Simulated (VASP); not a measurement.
Set up this calculation in VASP 6.6.1, as the native input.

```yaml
Task: single point
Functional: PBE
Potentials_or_basis: VASP PAW PBE potentials, release 64 (Mn_pv, O)
Cutoff: 520 eV
k_mesh: 5 × 5 × 5
Occupations: gaussian, width 0.05 eV
Spin: collinear spin, ferromagnetic start
Starting_moments: "[5.0, 0.0] μB"
Hubbard_terms: Mn d U = 3.9 eV
Dipole_correction: no
Further_INCAR_settings: ALGO = Normal; EDIFF = 1e-07; NBANDS = 20
```

The structure of MnO (Manganosite) lies in POSCAR:

```
MnO
1.0
    0.0000000000      2.2230000000      2.2230000000
    2.2230000000      0.0000000000      2.2230000000
    2.2230000000      2.2230000000      0.0000000000
Mn O
1 1
Direct
    0.0000000000      0.0000000000      0.0000000000
    0.5000000000      0.5000000000      0.5000000000
```

The input as run:

INCAR

```
PREC     = Accurate       # precision mode
ENCUT    = 520            # plane-wave cutoff, eV
EDIFF    = 1E-7           # SCF threshold, eV
ISMEAR   = 0              # smearing method
SIGMA    = 0.05           # smearing width, eV
LREAL    = F              # projectors in reciprocal space
LASPH    = T              # aspherical terms in the spheres
NELM     = 150            # most SCF steps
ALGO     = Normal         # electronic algorithm
ISIF     = 2              # what is computed and relaxed
LWAVE    = F              # write WAVECAR
LCHARG   = F              # write CHGCAR
ISPIN    = 2              # spin polarisation
MAGMOM   = 5 0            # initial moments
LORBIT   = 11             # projections on sites
LMAXMIX  = 4              # l up to which the mixer works
LDAU     = T              # DFT+U
LDAUTYPE = 2            
LDAUL    = 2 -1           # shell
LDAUU    = 3.9 0          # U, eV
LDAUJ    = 0 0          
LDAUPRINT= 1            
GGA      = PE             # functional
NBANDS   = 20             # bands
```

KPOINTS

```
regular mesh
0
Gamma
  5 5 5
```

Potentials or basis: VASP PAW PBE potentials, release 64 (Mn_pv, O).

Launch:

```console
$ cat potpaw_PBE.64/Mn_pv/POTCAR potpaw_PBE.64/O/POTCAR > POTCAR
$ mpirun -np 1 vasp_std > vasp.out
```

It gave:

* Pressure: 7.6 GPa
* Band gap on the k mesh: 0.39 eV, indirect (least direct gap 2.69 eV)
* Net moment: 5.00 μB per cell
* Site moments: Mn +4.62; O +0.16 μB
* Valence electrons inside the program's atomic spheres: Mn 11.35; O 5.01

Caveat: the k points lie up to 0.49 Å⁻¹ apart; a cell with one magnetic atom can't hold antiferromagnetic order, which such compounds often take.

It took 5 s on 1 thread of Intel(R) Xeon(R) 6975P-C (Granite Rapids), on a shared host, peak memory 0.14 GiB.
